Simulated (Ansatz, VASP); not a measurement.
This is a calculation of AlN for VASP 6.6.1.

The input INCAR:

```
SYSTEM = AlN
PREC = Accurate ; ENCUT = 600
EDIFF = 1E-6 ; ISMEAR = -1
SIGMA = 0.05 ; LREAL = .FALSE.
LASPH = .TRUE. ; NELM = 100
ALGO = Normal ; ISIF = 3
LWAVE = .FALSE. ; LCHARG = .FALSE.
GGA = PS ; IBRION = 2
NSW = 60 ; EDIFFG = -0.01
```

The input KPOINTS:

```
regular mesh
0
G
  10 10 6
  0 0 0
```

Contents of POSCAR:

```
AlN
1.0
    3.1130000000      0.0000000000      0.0000000000
   -1.5565000000      2.6959370820      0.0000000000
    0.0000000000      0.0000000000      4.9810000000
Al N
2 2
Direct
    0.6666666667      0.3333333333      0.5000000000
    0.3333333333      0.6666666667      0.0000000000
    0.6666666667      0.3333333333      0.8800000000
    0.3333333333      0.6666666667      0.3800000000
```

Potentials or basis: VASP PAW PBE potentials, release 64 (Al, N).

Launch:

```console
$ cat potpaw_PBE.64/Al/POTCAR potpaw_PBE.64/N/POTCAR > POTCAR
$ mpirun -np 1 vasp_std > vasp.out
```

Task: Set up the same calculation for Ansatz 0.2.0. Potentials there: Ansatz PAW.

Result: As run (the cutoff follows the program's own potentials):

Contents of input.yaml:

```yaml
crystal:
  lattice:
    - [3.113, 0.0, 0.0]
    - [-1.5565, 2.695937082, 0.0]
    - [0.0, 0.0, 4.981]
  atoms:
    - { symbol: Al, position: [0.6666666667, 0.3333333333, 0.5] }
    - { symbol: Al, position: [0.3333333333, 0.6666666667, 0.0] }
    - { symbol: "N", position: [0.6666666667, 0.3333333333, 0.88] }
    - { symbol: "N", position: [0.3333333333, 0.6666666667, 0.38] }
hamiltonian:
  xc: pbesol
  pseudopotentials: { kind: paw }
kpoints:
  mp_grid: { grid: [10, 10, 6] }
scf:
  occupations: { method: fermi_dirac, width: 0.05 }
output:
  forces: true
  stress: true
  eigenvalues: true
relax:
  f_tol: 0.01
  max_steps: 40
  cell: { stress_tol: 0.05 }
```

Potentials or basis: Ansatz PAW.

The run is started by

```console
$ ansatz run input.yaml --threads 1 --pin off --max-ram 3584MiB --backend cpu --events-out ev --progress --plain --runs-dir out
```

Both were run:

|  | VASP | Ansatz | Ansatz less VASP |
| --- | --- | --- | --- |
| gap on the k mesh at the Fermi level, each at its own relaxed structure (eV) | 4.12 | 4.09 | -0.026 |
| relaxed volume (Å³/atom) | 10.45 | 10.46 | +0.013 |
| relaxed length of the cell vector where the two differ most in proportion (Å) | 4.981 | 4.983 | +0.0025 |

VASP's potentials were made for PBE, not for PBEsol.

Noted on Ansatz's run: the plane-wave basis is chosen anew once the cell has moved, so the energies of steps on either side of that aren't comparable.
